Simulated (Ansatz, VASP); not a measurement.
## Ge: VASP beside Ansatz

```
CELL_PARAMETERS angstrom
-1.60842 1.60842 1.87318
1.60842 -1.60842 1.87318
1.60842 1.60842 -1.87318
ATOMIC_POSITIONS crystal
Ge 0.50000 0.50000 0.00000
```

Alike in both runs: task relaxation of cell and atoms; functional revPBE; dispersion D3(BJ); k mesh 12 × 12 × 12; occupations fermi-dirac, width 0.05 eV; no spin polarisation.

|  | VASP | Ansatz |
| --- | --- | --- |
| version | VASP 6.6.1 | Ansatz 0.2.0 |
| potentials or method | VASP PAW PBE potentials, release 64 (Ge_d) | Ansatz PAW |
| plane-wave cutoff (eV) | 600 | 420 |
| valence electrons in the cell | 14 | 14 |

Ansatz gave:

- gap on the k mesh at the Fermi level, each at its own relaxed structure (eV): none
- relaxed volume (Å³/atom): 18.11
- relaxed cell length with the largest relative difference (Å): 2.904

Task: Estimate VASP's values.

Result: gap on the k mesh at the Fermi level, each at its own relaxed structure (eV): none; relaxed volume (Å³/atom): 18.16; relaxed cell length with the largest relative difference (Å): 2.884.

VASP's potentials were made for PBE, not for revPBE. A gap of «none» marks a metal or a gap that the smearing closes.

Noted on Ansatz's run: the plane-wave basis is chosen anew once the cell has moved, so the energies of steps on either side of that aren't comparable.
